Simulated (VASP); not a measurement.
# Ag (Cmce) in VASP: a series of runs

Runs on Ag. Level: PBE. Tasks: single point, relaxation of cell and atoms.

Program: VASP 6.6.1. These are calculated values, not measurements. Logs are shortened: lines on timing, memory, paths and dates and some standing lists are left out, and cuts for length are marked.

**1. The cell of the first run**

Symmetry: Cmce, No. 64, orthorhombic system. Conventional cell: a = 5.469 Å, b = 3.615 Å, c = 7.372 Å, α = 90.00°, β = 90.00°, γ = 90.00°. Ag (site symmetry m) has 3 Ag at 2.04 to 2.67 Å within 2.7 Å.

**2. Single point, PBE**

INCAR

```
SYSTEM = Ag
ALGO     = Normal         ! electronic algorithm
EDIFF    = 1E-6           ! SCF threshold, eV
ENCUT    = 520            ! plane-wave cutoff, eV
GGA      = PE             ! functional
ISIF     = 2              ! what is computed and relaxed
ISMEAR   = 0              ! smearing method
LASPH    = .True.         ! aspherical terms in the spheres
LCHARG   = .False.        ! write CHGCAR
LREAL    = .False.        ! projectors in reciprocal space
LWAVE    = .False.        ! write WAVECAR
NBANDS   = 30             ! bands
NELM     = 100            ! most SCF steps
PREC     = Accurate       ! precision mode
SIGMA    = 0.1            ! smearing width, eV
```

KPOINTS

```
k-points
0
Gamma
  6 6 4
  0 0 0
```

POSCAR

```
Ag
1.0
    2.7344894590     -1.8072883468      0.0000000000
    2.7344894590      1.8072883468      0.0000000000
    0.0000000000      0.0000000000      7.3723795752
Ag
4
Direct
    0.8500000000      0.1500000000      0.1170000000
    0.6500000000      0.3500000000      0.6170000000
    0.1500000000      0.8500000000      0.8830000000
    0.3500000000      0.6500000000      0.3830000000
```

Potentials or basis: VASP PAW PBE potentials, release 64 (Ag).

The run is started by

```sh
cat potpaw_PBE.64/Ag/POTCAR > POTCAR
mpirun -np 1 vasp_std > vasp.out
```

OUTCAR:

```text
SYSTEM = Ag
   EDIFF = 1E-6
   ENCUT = 520
   GGA = PE
   ISIF = 2
   ISMEAR = 0
   LASPH = .True.
   LREAL = .False.
   NELM = 100
   PREC = Accurate

 ion  position               nearest neighbor table
   1  0.850  0.150  0.117-   3 2.04   4 2.67   4 2.67   3 3.06   3 3.31   3 3.31   4 3.36   4 3.36

   2  0.650  0.350  0.617-   4 2.04   3 2.67   3 2.67   4 3.06   4 3.31   4 3.31   3 3.36   3 3.36

   3  0.150  0.850  0.883-   1 2.04   2 2.67   2 2.67   1 3.06   1 3.31   1 3.31   2 3.36   2 3.36

   4  0.350  0.650  0.383-   2 2.04   1 2.67   1 2.67   2 3.06   2 3.31   2 3.31   1 3.36   1 3.36

  LATTYP: Found a base centered orthorhombic cell.
 ALAT       =     3.6145766936
 B/A-ratio  =     1.5130344108
 C/A-ratio  =     2.0396246089

  Lattice vectors:

 A1 = (  -2.7344894590,  -1.8072883468,   0.0000000000)
 A2 = (   2.7344894590,  -1.8072883468,   0.0000000000)
 A3 = (   0.0000000000,   0.0000000000,   7.3723795752)

Analysis of symmetry for initial positions (statically):
=====================================================================
 Subroutine PRICEL returns:
 Original cell was already a primitive cell.

 Routine SETGRP: Setting up the symmetry group for a
 base centered orthorhombic supercell.

 Subroutine GETGRP returns: Found  8 space group operations
 (whereof  4 operations were pure point group operations)
 out of a pool of  8 trial point group operations.

The static configuration has the point symmetry C_2h.
 The point group associated with its full space group is D_2h.

Analysis of symmetry for dynamics (positions and initial velocities):
=====================================================================
 Subroutine PRICEL returns:
 Original cell was already a primitive cell.

 Routine SETGRP: Setting up the symmetry group for a
 base centered orthorhombic supercell.

 Subroutine GETGRP returns: Found  8 space group operations
 (whereof  4 operations were pure point group operations)
 out of a pool of  8 trial point group operations.

The dynamic configuration has the point symmetry C_2h.
 The point group associated with its full space group is D_2h.

 Subroutine INISYM returns: Found  8 space group operations
 (whereof  4 operations are pure point group operations),
 and found     1 'primitive' translations

----------------------------------------------------------------------------------------

                                     Primitive cell

  volume of cell :      72.8688

  direct lattice vectors                    reciprocal lattice vectors
     2.734489459 -1.807288347  0.000000000     0.182849489 -0.276657569  0.000000000
     2.734489459  1.807288347  0.000000000     0.182849489  0.276657569  0.000000000
     0.000000000  0.000000000  7.372379575     0.000000000  0.000000000  0.135641415

  length of vectors
     3.277762006  3.277762006  7.372379575     0.331622294  0.331622294  0.135641415

  position of ions in fractional coordinates (direct lattice)
     0.850000000  0.150000000  0.117000000
     0.650000000  0.350000000  0.617000000
     0.150000000  0.850000000  0.883000000
     0.350000000  0.650000000  0.383000000

  ion indices of the primitive-cell ions
   primitive index   ion index
                 1           1
                 2           2
                 3           3
                 4           4

----------------------------------------------------------------------------------------

 KPOINTS: k-points

Automatic generation of k-mesh.
 Grid dimensions read from file:
 generate k-points for:    6    6    4

 Generating k-lattice:

  Cartesian coordinates                     Fractional coordinates (reciprocal lattice)
     0.030474915 -0.046109595  0.000000000     0.166666667  0.000000000  0.000000000
     0.030474915  0.046109595  0.000000000     0.000000000  0.166666667  0.000000000
     0.000000000  0.000000000  0.033910354     0.000000000  0.000000000  0.250000000

  Length of vectors
     0.055270382  0.055270382  0.033910354

  Shift w.r.t. Gamma in fractional coordinates (k-lattice)
     0.000000000  0.000000000  0.000000000

 Subroutine IBZKPT returns following result:
 ===========================================

 Found     39 irreducible k-points:

 Following reciprocal coordinates:
            Coordinates               Weight
  0.000000  0.000000  0.000000      1.000000
  0.166667 -0.000000  0.000000      4.000000
  0.333333  0.000000  0.000000      4.000000
  0.500000  0.000000  0.000000      2.000000
  0.166667  0.166667  0.000000      2.000000
  0.333333  0.166667  0.000000      4.000000
[... 16 lines left out ...]
  0.333333  0.333333  0.250000      4.000000
  0.500000  0.333333  0.250000      8.000000
 [... further k-points ...]
   k-points           NKPTS =     39   k-points in BZ     NKDIM =     39   number of bands    NBANDS=     30
   number of dos      NEDOS =    301   number of ions     NIONS =      4
   total plane-waves  NPLWV =  32256
   dimension x,y,z NGX =    24 NGY =   24 NGZ =   56
   dimension x,y,z NGXF=    48 NGYF=   48 NGZF=  112
   ions per type =               4
   NGX,Y,Z   is equivalent  to a cutoff of  12.17, 12.17, 12.63 a.u.
   NGXF,Y,Z  is equivalent  to a cutoff of  24.35, 24.35, 25.26 a.u.
 SYSTEM =  Ag
   PREC   = accura    normal or accurate (medium, high low for compatibility)
   ISTART =      0    job   : 0-new  1-cont  2-samecut
   ICHARG =      2    charge: 1-file 2-atom 10-const
   ISPIN  =      1    spin polarized calculation?
   LNONCOLLINEAR =      F non collinear calculations
   LSORBIT =      F    spin-orbit coupling
   LASPH  =      T    aspherical Exc in radial PAW
   ENCUT  =  520.0 eV  38.22 Ry    6.18 a.u.   6.09  6.09 13.71*2*pi/ulx,y,z
   NELM   =    100;   NELMIN=  2; NELMDL= -5     # of ELM steps
   EDIFF  = 0.1E-05   stopping-criterion for ELM
   LREAL  =      F    real-space projection
   EDIFFG = 0.1E-04   stopping-criterion for IOM
   NSW    =      0    number of steps for IOM
   IBRION =     -1    ionic relax: 0-MD 1-quasi-New 2-CG
   NFREE  =      0    steps in history (QN), initial steepest desc. (CG)
   ISIF   =      2    stress and relaxation
   ISYM   =      2    0-nonsym 1-usesym 2-fastsym
   POTIM  = 0.5000    time-step for ionic-motion
   TEBEG  =    0.0;   TEEND  =   0.0 temperature during run
   PSTRESS=    0.0 pullay stress
   NELECT =      44.0000    total number of electrons
   NUPDOWN=      -1.0000    fix difference up-down
   EMIN   =  10.00;   EMAX   =-10.00  energy-range for DOS
   EFERMI =   0.00;   METHOD = LEGACY
   ISMEAR =     0;   SIGMA  =   0.10  broadening in eV -4-tet -1-fermi 0-gaus
   EFERMI_NEDOS =   21; number of points for ismear=-14 and -15
   IALGO  =     38    algorithm
   IMIX   =      4    mixing-type and parameters
     AMIX     =   0.40;   BMIX     =  1.00
     AMIX_MAG =   1.60;   BMIX_MAG =  1.00
  volume/ion in A,a.u.               =      18.22       122.94
  Fermi-wavevector in a.u.,A,eV,Ry     =   1.383711  2.614834 26.050462  1.914655
  Thomas-Fermi vector in A             =   2.508283
   LORBIT       =      0    0 simple, 1 ext, 2 COOP (PROOUT), +10 PAW based schemes
   GGA     = PE    functional components
   LHFCALC =     F    Hartree Fock is set to
   AEXX    =    0.0000 exact exchange contribution
   IVDW    =     0    specifies the selected vdW correction
   LEPSILON=     F    determine dielectric tensor
   LRPA    =     F    only Hartree local field effects (RPA)
 non-spin polarized calculation
 Gauss-broadening in eV      SIGMA  =   0.10
  energy-cutoff  :      520.00
  volume of cell :       72.87
 maximum number of plane-waves:      1980
   NGX = 13   NGY = 13   NGZ = 27

 number of electron      43.9999999 magnetization

 Free energy of the ion-electron system (eV)
  ---------------------------------------------------
  ext. energy  EPLUGINS =         0.00000000
  ---------------------------------------------------
  free energy    TOTEN  =        -4.35873206 eV

  energy without entropy =       -4.35450515  energy(sigma->0) =       -4.35661861

 E-fermi :   7.7066     XC(G=0): -11.6884

 val. band max:        7.6683790295   @ k =   0.3333   0.3333   0.0000
 cond. band min:       7.7603418472   @ k =   0.5000   0.0000   0.2500
 fundamental gap:      0.0919628177
 Fermi energy:         7.7066147922

 k-point     1 :       0.0000    0.0000    0.0000
  band No.  band energies     occupation
      1       0.1257      2.00000
      2       0.1793      2.00000
      3       0.4088      2.00000
      4       1.1756      2.00000
      5       1.3921      2.00000
      6       1.5798      2.00000
[... 22 lines left out ...]
     29      20.0542      0.00000
     30      20.6208      0.00000

 k-point     2 :       0.1667   -0.0000    0.0000
  band No.  band energies     occupation
      1       0.2115      2.00000
      2       0.4603      2.00000
      3       0.5966      2.00000
      4       1.3067      2.00000
      5       1.3510      2.00000
      6       1.5199      2.00000
[... 22 lines left out ...]
     29      18.1532      0.00000
     30      19.7336      0.00000

 k-point     3 :       0.3333    0.0000    0.0000
  band No.  band energies     occupation
      1       0.3547      2.00000
      2       0.5448      2.00000
      3       1.0232      2.00000
      4       1.2375      2.00000
      5       1.2423      2.00000
      6       1.8346      2.00000
[... 22 lines left out ...]
     29      17.8358      0.00000
     30      17.9198      0.00000

 k-point     4 :       0.5000    0.0000    0.0000
  band No.  band energies     occupation
      1       0.4437      2.00000
      2       0.4437      2.00000
      3       1.0744      2.00000
      4       1.0744      2.00000
      5       1.6220      2.00000
      6       1.6220      2.00000
[... 616 lines left out ...]
     29      17.9414      0.00000
     30      17.9807      0.00000

 k-point    23 :       0.3333    0.3333    0.2500
  band No.  band energies     occupation
      1       0.1889      2.00000
      2       0.4618      2.00000
      3       0.5502      2.00000
      4       1.2156      2.00000
      5       1.3415      2.00000
      6       1.4182      2.00000
[... 22 lines left out ...]
     29      16.6106      0.00000
     30      17.7808      0.00000

 k-point    24 :       0.5000    0.3333    0.2500
  band No.  band energies     occupation
      1       0.2046      2.00000
      2       0.4697      2.00000
      3       0.6923      2.00000
      4       1.1207      2.00000
      5       1.2951      2.00000
      6       1.4987      2.00000
[... 22 lines left out ...]
     29      14.9791      0.00000
     30      16.0210      0.00000

 [... further k-points ...]
[... 5 lines left out ...]
  --------------------------------------------------------------------------------------
  -------------------------------------------------------------------------------------
  Total       -4.6050125     15.4460006     40.4984476      0.0000000      0.0000000      0.0000000
  in kB     -101.2511606    339.6137343    890.4459720      0.0000000      0.0000000      0.0000000
  external PRESSURE =     376.2695152 kB  Pullay stress =       0.0000000 kB

 VOLUME and BASIS-vectors are now :
 -----------------------------------------------------------------------------
  energy-cutoff  :      520.00
  volume of cell :       72.87
      direct lattice vectors                 reciprocal lattice vectors
     2.734489459 -1.807288347  0.000000000     0.182849489 -0.276657569  0.000000000
     2.734489459  1.807288347  0.000000000     0.182849489  0.276657569  0.000000000
     0.000000000  0.000000000  7.372379575     0.000000000  0.000000000  0.135641415

 POSITION                                       TOTAL-FORCE (eV/Angst)
 -----------------------------------------------------------------------------------
      2.73449     -1.26510      0.86257         0.000000      7.134311     10.109659
      2.73449     -0.54219      4.54876         0.000000     -7.134311     10.109659
      2.73449      1.26510      6.50981         0.000000     -7.134311    -10.109659
      2.73449      0.54219      2.82362         0.000000      7.134311    -10.109659
 -----------------------------------------------------------------------------------
    total drift:                                0.000000     -0.000000      0.000000

  FREE ENERGIE OF THE ION-ELECTRON SYSTEM (eV)
  ---------------------------------------------------
  free  energy   TOTEN  =        -4.3587320638 eV

  energy  without entropy=       -4.3545051512  energy(sigma->0) =       -4.35661861
```

Wall time 40 s (1 thread of Intel Xeon Platinum 8259CL at 2.50GHz (Skylake/Cascade Lake), shared host); peak memory 0.2 GiB.

What came out:

```yaml
Free_energy: -4.3587 eV
Pressure: 37.6 GPa
Largest_force: 12.374 eV/Å
Band_gap_on_the_k_mesh: zero (band 22 reaches 9.05 eV, above the bottom of band 23 at 6.25 eV)
```

Forces in eV/Å, atoms in the order of the input:
```
Ag    0.000   7.134  10.110
Ag    0.000  -7.134  10.110
Ag    0.000  -7.134 -10.110
Ag    0.000   7.134 -10.110
```

Levels at points of the mesh, in eV from the Fermi level:
| k point | band 18 | band 19 | band 20 | band 21 | band 22 | band 23 | band 24 | band 25 | band 26 | band 27 |
| --- | --- | --- | --- | --- | --- | --- | --- | --- | --- | --- |
| (0.00, 0.00, 0.00) | -3.24 | -3.02 | -2.94 | -2.89 | -2.23 | -1.31 | 4.22 | 9.30 | 10.71 | 10.73 |
| (0.50, 0.00, 0.00) | -2.84 | -2.73 | -2.73 | -1.06 | -1.06 | 0.47 | 0.47 | 3.49 | 3.49 | 9.13 |
| (0.50, 0.50, 0.00) | -2.48 | -2.18 | -1.44 | -1.34 | 0.59 | 2.37 | 2.49 | 3.21 | 4.11 | 5.79 |
| (0.00, 0.00, 0.50) | -2.98 | -2.95 | -2.95 | -2.55 | -2.55 | 0.81 | 0.81 | 11.19 | 11.19 | 11.34 |
| (0.50, 0.00, 0.50) | -2.94 | -2.88 | -2.88 | -1.14 | -1.14 | -0.27 | -0.27 | 5.45 | 5.45 | 7.27 |
| (0.50, 0.50, 0.50) | -3.06 | -2.23 | -2.23 | 0.61 | 0.61 | 0.95 | 0.95 | 5.81 | 5.81 | 6.30 |

Caveat: forces of over 1 eV/Å act on the atoms, so gaps and moduli don't describe the material at rest.

(Part 1 of 2 ends here.)
